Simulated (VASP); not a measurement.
CoSi2: single point with PBEsol

The system is CoSi2.

```
Co Si
1.0
     3.75651    0.00000    0.00000
    -1.87826    3.25323    0.00000
     1.87826    1.08441    3.06718
Co Si
1 2
Direct
  0.00000 0.00000 0.00000
  0.50000 0.75000 0.75000
  0.50000 0.25000 0.25000
```

- Program: VASP 6.6.1
- Task: single point
- Functional: PBEsol
- Potentials or basis: VASP PAW PBE potentials, release 64 (Co, Si)
- Cutoff: 520 eV
- k mesh: 9 × 9 × 11
- Occupations: gaussian, width 0.1 eV
- Spin: no spin polarisation

```yaml
Pressure: 0.0 GPa
```

Levels at points of the mesh, in eV from the Fermi level:
```tsv
k point	band 6	band 7	band 8	band 9	band 10	band 11	band 12	band 13
(0.00, 0.00, 0.00)	-1.98	1.04	3.44	3.44	3.44	3.53	3.54	3.54
```

Run time: 3 min on 1 thread of Intel(R) Xeon(R) Platinum 8488C (Sapphire Rapids), on a shared host, peak memory 0.36 GiB.

Caveat: the PAW data sets were made with another functional, which shifts forces and pressure a little. Spin polarisation is off, so any magnetic state and its effect on volume and gap are missing.
